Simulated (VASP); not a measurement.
Input of a VASP 6.6.1 run:

INCAR

```
PREC     = Accurate       # precision mode
ENCUT    = 600            # plane-wave cutoff, eV
EDIFF    = 1E-7           # SCF threshold, eV
ISMEAR   = 0              # smearing method
SIGMA    = 0.1            # smearing width, eV
LREAL    = F              # projectors in reciprocal space
LASPH    = T              # aspherical terms in the spheres
NELM     = 100            # most SCF steps
ALGO     = Normal         # electronic algorithm
ISIF     = 3              # what is computed and relaxed
LWAVE    = F              # write WAVECAR
LCHARG   = F              # write CHGCAR
GGA      = PE             # functional
IBRION   = 2              # ionic algorithm
NSW      = 100            # ionic steps
EDIFFG   = -0.01          # ionic threshold
```

The input KPOINTS:

```
Automatic mesh
0
Gamma
  12 12 6
```

POSCAR

```
Ca3Os2
1.0
    4.8647861936      0.0000000000      0.0000000000
   -2.4323930968      4.2130284277      0.0000000000
    0.0000000000      0.0000000000      6.0015312226
Ca Os
3 2
Direct
    0.0000000000      0.0000000000      0.0000000000
    0.3333333333      0.6666666667      0.3713878362
    0.6666666667      0.3333333333      0.6286121638
    0.3333333333      0.6666666667      0.9264986210
    0.6666666667      0.3333333333      0.0735013790
```

Potentials or basis: VASP PAW PBE potentials, release 64 (Ca_sv, Os).

Command:

```console
$ cat potpaw_PBE.64/Ca_sv/POTCAR potpaw_PBE.64/Os/POTCAR > POTCAR
$ mpirun -np 1 vasp_std > vasp.out
```

Problem. Estimate the relaxed volume.

Solution. 24.69 Å³/atom.

Problem. What does it give for the band gap on the k mesh?

Solution. Zero (band 23 reaches 3.92 eV, above the bottom of band 24 at 3.56 eV).

Problem. Estimate the space group after relaxing (to 0.05 Å).

Solution. P-3m1 (No. 164).

Step by step:
```csv
step,energy change (eV),largest force (eV/Å),pressure (GPa),volume (Å³)
1,0.0000,0.0347,0.24,123.00
2,-0.0003,0.0179,-0.14,123.67
3,-0.0004,0.0044,0.00,123.43
```

Caveat: spin-orbit coupling is left out, which moves the levels of the heavy elements.
